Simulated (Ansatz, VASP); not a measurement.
# NaCl: VASP beside Ansatz

```
Na Cl
1.0
     0.00000    2.76589    2.76589
     2.76589    0.00000    2.76589
     2.76589    2.76589    0.00000
Na Cl
1 1
Direct
  0.00000 0.00000 0.00000
  0.50000 0.50000 0.50000
```

Alike in both runs: functional r2SCAN; k mesh 10 × 10 × 10; occupations fermi-dirac, width 0.02 eV; no spin polarisation.

Ansatz relaxed the structure, and its values are those at the end. VASP's run is a single point on that final structure, the one shown.

|  | VASP | Ansatz |
| --- | --- | --- |
| version | VASP 6.6.1 | Ansatz 0.2.0 |
| potentials or method | VASP PAW PBE potentials, release 64 (Na_pv, Cl), cutoff 520 eV | PAW plane waves |
| valence electrons in the cell | 14 | 16 |

Ansatz gave:

```
gap on the k mesh at the Fermi level (eV) : 6.15
pressure (GPa)                            : 1.2
```

Problem. What did VASP give for the same quantities?

Solution. gap on the k mesh at the Fermi level (eV): 6.17; pressure (GPa): 1.1.

VASP's potentials were made for PBE, not for r2SCAN. With one functional, cell and mesh, what is left measures potentials, basis and numerics. VASP's potentials hold 14 valence electrons a cell and Ansatz's 16, so a difference there can come from the potentials and not from the codes. Ansatz's warnings: stress scf threshold loose.
